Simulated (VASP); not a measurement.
Set up this calculation in VASP 6.6.1, as the native input.

| Item | Value |
| --- | --- |
| Task | single point |
| Functional | PBE |
| Potentials or basis | VASP PAW PBE potentials, release 64 (Ta_pv, N) |
| Cutoff | 520 eV |
| k mesh | 12 × 12 × 12 |
| Occupations | gaussian, width 0.1 eV |
| Spin | no spin polarisation |
| Dipole correction | no |
| Further INCAR settings | ALGO = Normal; EDIFF = 1e-06; NBANDS = 33 |

The structure of TaN lies in POSCAR:

```
TaN
1.0
    5.2031606002      0.0000000000      0.0000000000
   -2.6015803001      4.5060692598      0.0000000000
    0.0000000000      0.0000000000      2.9097083029
Ta N
3 3
Direct
    0.0000000000      0.0000000000      0.0000000000
    0.3333333333      0.6666666667      0.5000000000
    0.6666666667      0.3333333333      0.5000000000
    0.5000000000      0.0000000000      0.0000000000
    0.5000000000      0.5000000000      0.0000000000
    0.0000000000      0.5000000000      0.0000000000
```

One way to write it, as run:

INCAR

```
  PREC = Accurate
  ENCUT = 520
  EDIFF = 1E-6
  ISMEAR = 0
  SIGMA = 0.1
  LREAL = F
  LASPH = T
  NELM = 80
  ALGO = Normal
  ISIF = 2
  LWAVE = F
  LCHARG = F
  GGA = PE
  NBANDS = 33
```

KPOINTS

```
Automatic mesh
0
Gamma
  12 12 12
```

Potentials or basis: VASP PAW PBE potentials, release 64 (Ta_pv, N).

Run with:

```console
$ cat potpaw_PBE.64/Ta_pv/POTCAR potpaw_PBE.64/N/POTCAR > POTCAR
$ mpirun -np 1 vasp_std > vasp.out
```

Results of the run:

```
Pressure               : 8.8 GPa
Band gap on the k mesh : zero (bands 24 and 25 overlap by 2.16 eV)
```

Caveat: the cell stands under pressure; spin-orbit coupling is left out, which moves the levels of the heavy elements.

It took 2.7 min on 1 thread of Intel(R) Xeon(R) 6975P-C (Granite Rapids) (shared host), peak memory 0.35 GiB.
